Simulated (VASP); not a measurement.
Set up this calculation in VASP 6.6.1, as the native input.

```
Task                   : relaxation of cell and atoms
Functional             : PBE
Potentials or basis    : VASP PAW PBE potentials, release 64 (Ga_d, N)
Cutoff                 : 600 eV
k mesh                 : 4 × 4 × 6
Occupations            : gaussian, width 0.1 eV
Spin                   : no spin polarisation
Dipole correction      : no
Further INCAR settings : ALGO = Normal; EDIFF = 1e-07; IBRION = 2; EDIFFG = -0.04; NSW = 90; ISIF = 3
```

The structure of GaN lies in POSCAR:

```
GaN
1.0
    4.0645721500      0.0000000000      0.0000000000
    0.0000000000      4.0645721500      0.0000000000
    0.0000000000      0.0000000000      3.3525325100
Ga N
2 2
Direct
    0.0000000000      0.0000000000      0.5000000000
    0.5000000000      0.5000000000      0.5000000000
    0.5000000000      0.0000000000      0.6535902300
    0.0000000000      0.5000000000      0.3464097700
```

The input as run:

INCAR

```
SYSTEM = GaN
PREC = Accurate
ENCUT = 600
EDIFF = 1E-7
ISMEAR = 0
SIGMA = 0.1
LREAL = .FALSE.
LASPH = .TRUE.
NELM = 80
ALGO = Normal
ISIF = 3
LWAVE = .FALSE.
LCHARG = .FALSE.
GGA = PE
IBRION = 2
NSW = 90
EDIFFG = -0.04
```

KPOINTS

```
regular mesh
0
G
  4 4 6
  0 0 0
```

Potentials or basis: VASP PAW PBE potentials, release 64 (Ga_d, N).

Run with:

```bash
$ cat potpaw_PBE.64/Ga_d/POTCAR potpaw_PBE.64/N/POTCAR > POTCAR
$ mpirun -np 1 vasp_std > vasp.out
```

It gave:

```
Relaxed volume                         : 13.32 Å³/atom
Relaxed cell                           : a = 3.758 Å, b = 3.758 Å, c = 3.771 Å, α = 90.00°, β = 90.00°, γ = 90.00°
Space group after relaxing (to 0.05 Å) : P4/nmm (No. 129)
Energy gained by relaxing              : 176.4 meV/atom
Ionic steps                            : 7
Pressure after relaxing                : 0.0 GPa
Largest force after relaxing           : 0.011 eV/Å
Band gap on the k mesh                 : 0.77 eV, indirect (least direct gap 1.39 eV)
```

Run time: 92 s on 1 thread of Intel(R) Xeon(R) 6975P-C (Granite Rapids) (shared host), peak memory 0.19 GiB.
